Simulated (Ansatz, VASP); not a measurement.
One calculation of TaSi2, two programs

```
CELL_PARAMETERS angstrom
4.80605 0.00000 0.00000
-2.40303 4.16216 0.00000
0.00000 0.00000 6.59736
ATOMIC_POSITIONS crystal
Ta 0.50000 0.00000 0.50000
Ta 0.00000 0.50000 0.16667
Ta 0.50000 0.50000 0.83333
Si 0.15891 0.31783 0.50000
Si 0.31783 0.15891 0.16667
Si 0.84109 0.15891 0.83333
Si 0.84109 0.68217 0.50000
Si 0.68217 0.84109 0.16667
Si 0.15891 0.84109 0.83333
```

Alike in both runs: functional PBE; k mesh 6 × 6 × 6; occupations gaussian, width 0.1 eV; no spin polarisation.

Ansatz relaxed the structure, and its values are those at the end. VASP's run is a single point on that final structure, the one shown.

```csv
,VASP,Ansatz
version,VASP 6.6.1,Ansatz 0.2.0
potentials or method,"VASP PAW PBE potentials, release 64 (Ta_pv, Si), cutoff 520 eV","scalar-relativistic, plane waves, PAW"
valence electrons in the cell,57,63
```

Ansatz gave:

```
gap on the k mesh at the Fermi level (eV) : none
pressure (GPa)                            : 0.0
```

Task: What did VASP give for the same quantities?

Result: gap on the k mesh at the Fermi level (eV): none; pressure (GPa): 0.1.

A gap of «none» marks a metal or a gap that the smearing closes. With one functional, cell and mesh, what is left measures potentials, basis and numerics. VASP's potentials hold 57 valence electrons a cell and Ansatz's 63, so a difference there can come from the potentials and not from the codes.

Neither program's run includes spin-orbit coupling.
